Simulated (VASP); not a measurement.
A run of VASP 6.6.1:

The input INCAR:

```
PREC = Accurate
ENCUT = 600
EDIFF = 1E-6
ISMEAR = -1
SIGMA = 5E-4
LREAL = F
LASPH = T
NELM = 200
ALGO = Normal
ISIF = 2
LWAVE = F
LCHARG = F
ISPIN = 2
MAGMOM = 2
LORBIT = 11
LMAXMIX = 4
GGA = PE
NBANDS = 15
GGA_COMPAT = F
```

Contents of KPOINTS:

```
regular mesh
0
Gamma
  14 14 14
```

File POSCAR:

```
Ni
1.0
    0.0000000000      1.7638000000      1.7638000000
    1.7638000000      0.0000000000      1.7638000000
    1.7638000000      1.7638000000      0.0000000000
Ni
1
Direct
    0.0000000000      0.0000000000      0.0000000000
```

Potentials or basis: VASP PAW PBE potentials, release 64 (Ni).

The run is started by

```sh
$ cat potpaw_PBE.64/Ni/POTCAR > POTCAR
$ mpirun -np 1 vasp_std > vasp.out
```

Hardware: 1 thread of Intel(R) Xeon(R) 6975P-C (Granite Rapids), with other jobs on the host.

Q: Estimate the wall time of this run.

A: Wall time 20 s on 1 thread of Intel(R) Xeon(R) 6975P-C (Granite Rapids) (shared host), peak memory 0.15 GiB. Counts: scf iterations 15, k points 104.
